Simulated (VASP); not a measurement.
A run of VASP 6.6.1 is set up as follows.

File INCAR:

```
SYSTEM = ZnSe
  PREC = Accurate
  ENCUT = 520
  EDIFF = 1E-6
  ISMEAR = 0
  SIGMA = 0.05
  LREAL = .False.
  LASPH = .True.
  NELM = 100
  ALGO = Normal
  ISIF = 2
  LWAVE = .False.
  LCHARG = .False.
  GGA = PE
  IVDW = 12
  NBANDS = 16
```

KPOINTS

```
Automatic mesh
0
Gamma
  8 8 8
  0 0 0
```

The input POSCAR:

```
ZnSe
1.0
    0.0000000000      2.8085094116      2.8085094116
    2.8085094116      0.0000000000      2.8085094116
    2.8085094116      2.8085094116      0.0000000000
Zn Se
1 1
Direct
    0.0000000000      0.0000000000      0.0000000000
    0.7500000000      0.7500000000      0.7500000000
```

Potentials or basis: VASP PAW PBE potentials, release 64 (Zn, Se).

Run with:

```bash
$ cat potpaw_PBE.64/Zn/POTCAR potpaw_PBE.64/Se/POTCAR > POTCAR
$ mpirun -np 1 vasp_std > vasp.out
```

(1) Estimate the band gap on the k mesh.

(2) Estimate the pressure.

(3) Predict the dispersion energy per atom.

Answers

(1) 1.40 eV, direct.

(2) 1.6 GPa.

(3) -0.332 eV.
